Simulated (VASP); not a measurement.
## SiO2: relaxation of cell and atoms with PBE+D3(BJ)

Crystal: SiO2.

```
Si O
1.0
     2.61239    0.00000    0.00000
    -1.30619    2.26239    0.00000
     0.00000    0.00000    8.76396
Si O
2 4
Direct
  0.33333 0.66667 0.10109
  0.66667 0.33333 0.60109
  0.00000 0.00000 0.20219
  0.66667 0.33333 0.00000
  0.00000 0.00000 0.70219
  0.33333 0.66667 0.50000
```

* Program: VASP 6.6.1
* Task: relaxation of cell and atoms
* Functional: PBE
* Dispersion: D3(BJ)
* Potentials or basis: VASP PAW PBE potentials, release 64 (Si, O)
* Cutoff: 600 eV
* k mesh: 6 × 6 × 2
* Occupations: gaussian, width 0.1 eV
* Spin: no spin polarisation
* Dipole correction: no
* Further INCAR settings: ALGO = Normal; EDIFF = 1e-07; IBRION = 2; EDIFFG = -0.04; NSW = 90; ISIF = 3

The relaxed volume is 9.48 Å³/atom and the relaxed cell is a = 2.689 Å, b = 2.689 Å, c = 9.087 Å, α = 90.00°, β = 90.00°, γ = 120.00°. The space group after relaxing (to 0.05 Å) is P6_3mc (No. 186), the energy gained by relaxing is 58.3 meV/atom and the ionic steps are 13. The pressure after relaxing is 0.4 GPa, the largest force after relaxing is 0.037 eV/Å and the band gap on the k mesh is 6.10 eV, indirect (least direct gap 6.33 eV). The dispersion energy per atom is -0.189 eV.

Forces in eV/Å, atoms in the order of the input:
```
Si   0.000  0.000  0.006
Si   0.000  0.000  0.006
O    0.000  0.000  0.031
O    0.000  0.000 -0.037
O    0.000  0.000  0.031
O    0.000  0.000 -0.037
```

Step by step:
```
step  energy change (eV)  largest force (eV/Å)  pressure (GPa)  volume (Å³)
   1              0.0000                1.5188           24.94        51.80
   2              0.6526                2.6003          -27.26        62.53
   3             -0.3326                0.3681            0.04        55.38
   4             -0.3332                0.3080            0.82        55.24
   5             -0.3332                0.2775            1.22        55.17
   6             -0.3443                0.0042            0.32        55.67
   7             -0.3445                0.0245            0.41        55.62
   8             -0.3454                0.0493            0.02        55.81
   9             -0.3465                0.1193           -0.97        56.30
  10             -0.3469                0.1124           -0.91        56.33
  11             -0.3478                0.0914           -0.73        56.41
  12             -0.3490                0.0489           -0.37        56.57
  13             -0.3498                0.0367            0.38        56.90
```

Final structure:
```cif
data_structure
_symmetry_space_group_name_H-M 'P 1'
_symmetry_Int_Tables_number 1
_cell_length_a 2.6890
_cell_length_b 2.6890
_cell_length_c 9.0869
_cell_angle_alpha 90.000
_cell_angle_beta 90.000
_cell_angle_gamma 120.000
_cell_volume 56.90
loop_
_atom_site_label
_atom_site_type_symbol
_atom_site_fract_x
_atom_site_fract_y
_atom_site_fract_z
_atom_site_occupancy
Si1 Si 0.33333 0.66667 0.10111 1
Si2 Si 0.66667 0.33333 0.60111 1
O1 O 0.00000 0.00000 0.20160 1
O2 O 0.66667 0.33333 0.00058 1
O3 O 0.00000 0.00000 0.70160 1
O4 O 0.33333 0.66667 0.50058 1
```

Levels at points of the mesh, in eV from the valence-band top:
| k point | band 12 | band 13 | band 14 | band 15 | band 16 | band 17 | band 18 | band 19 | band 20 |
| --- | --- | --- | --- | --- | --- | --- | --- | --- | --- |
| (0.00, 0.00, 0.00) | -1.30 | -1.30 | -1.27 | -1.27 | -0.24 | 6.10 | 7.05 | 8.11 | 8.18 |
| (0.50, 0.00, 0.00) | -1.97 | -1.76 | -1.66 | -1.36 | -1.02 | 7.68 | 7.71 | 9.91 | 10.18 |
| (0.00, 0.00, 0.50) | -1.29 | -1.29 | -1.29 | -0.89 | -0.89 | 6.57 | 6.57 | 8.15 | 8.15 |
| (0.50, 0.00, 0.50) | -2.06 | -1.71 | -1.71 | -1.22 | -1.22 | 7.71 | 7.71 | 10.09 | 10.09 |

It took 70 s on 1 thread of Intel(R) Xeon(R) 6975P-C (Granite Rapids), on a shared host, peak memory 0.2 GiB.

Caveat: the k points lie up to 0.45 Å⁻¹ apart in the final cell. PBE gaps usually lie below the measured ones, often by a third to a half.
